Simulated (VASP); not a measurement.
A run of VASP 6.6.1 is set up as follows.

File INCAR:

```
SYSTEM = Hg
PREC     = Accurate       ! precision mode
ENCUT    = 520            ! plane-wave cutoff, eV
EDIFF    = 1E-7           ! SCF threshold, eV
ISMEAR   = 0              ! smearing method
SIGMA    = 0.01           ! smearing width, eV
LREAL    = .FALSE.        ! projectors in reciprocal space
LASPH    = .TRUE.         ! aspherical terms in the spheres
NELM     = 80             ! most SCF steps
ALGO     = Fast           ! electronic algorithm
ISIF     = 2              ! what is computed and relaxed
LWAVE    = .FALSE.        ! write WAVECAR
LCHARG   = .FALSE.        ! write CHGCAR
GGA      = PE             ! functional
NBANDS   = 12             ! bands
```

Contents of KPOINTS:

```
regular mesh
0
G
  7 7 7
  0 0 0
```

File POSCAR:

```
Hg
1.0
   -1.9129580000      1.8560820000      1.9214850000
    1.8750080000     -1.8958070000      1.9232230000
    1.8916120000      1.8744610000     -1.9603790000
Hg
1
Direct
    0.4987490000      0.4934840000     -0.0048490000
```

Potentials or basis: VASP PAW PBE potentials, release 64 (Hg).

Run with:

```bash
$ cat potpaw_PBE.64/Hg/POTCAR > POTCAR
$ mpirun -np 1 vasp_std > vasp.out
```

Q: What does it give for the pressure?

A: 0.8 GPa.

Q: Estimate the band gap on the k mesh.

A: Zero (bands 6 and 7 overlap by 1.15 eV).

Stress tensor (GPa, compression positive):
```
 0.94 -0.24  0.13
-0.24  0.84 -0.15
 0.13 -0.15  0.56
```

Caveat: spin-orbit coupling is left out, which moves the levels of the heavy elements.
